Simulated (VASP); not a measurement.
## Mg: single point with PBEsol

The system is Mg.

```
CELL_PARAMETERS angstrom
3.27224 0.00000 0.00000
-1.63612 2.83385 0.00000
0.00000 0.00000 5.31249
ATOMIC_POSITIONS crystal
Mg 0.66667 0.33333 0.75000
Mg 0.33333 0.66667 0.25000
```

```json
{
  "Program": "VASP 6.6.1",
  "Task": "single point",
  "Functional": "PBEsol",
  "Potentials or basis": "VASP PAW PBE potentials, release 64 (Mg)",
  "Cutoff": "520 eV",
  "k mesh": "10 × 10 × 5",
  "Occupations": "fermi-dirac, width 0.05 eV",
  "Spin": "no spin polarisation",
  "Dipole correction": "no",
  "Further INCAR settings": "ALGO = Fast; EDIFF = 1e-06; NBANDS = 9"
}
```

| Item | Value |
| --- | --- |
| Pressure | -2.8 GPa |
| Band gap on the k mesh | zero (band 2 reaches 2.91 eV, above the bottom of band 3 at 1.00 eV) |

Stress tensor (GPa, compression positive):
```
-3.20  0.00  0.00
 0.00 -3.20  0.00
 0.00  0.00 -1.96
```

Levels at points of the mesh, in eV from the Fermi level:
| k point | band 1 | band 2 | band 3 | band 4 | band 5 | band 6 | band 7 |
| --- | --- | --- | --- | --- | --- | --- | --- |
| (0.00, 0.00, 0.00) | -6.66 | -1.60 | -1.27 | 10.47 | 10.47 | 10.50 | 10.50 |
| (0.50, 0.00, 0.00) | -2.10 | -2.05 | 2.53 | 2.96 | 3.05 | 3.47 | 6.49 |

Run time: 7.1 s on 1 thread of Intel Xeon 6975P-C (shared host), peak memory 0.16 GiB.

Caveat: the PAW data sets were made with another functional, which shifts forces and pressure a little.
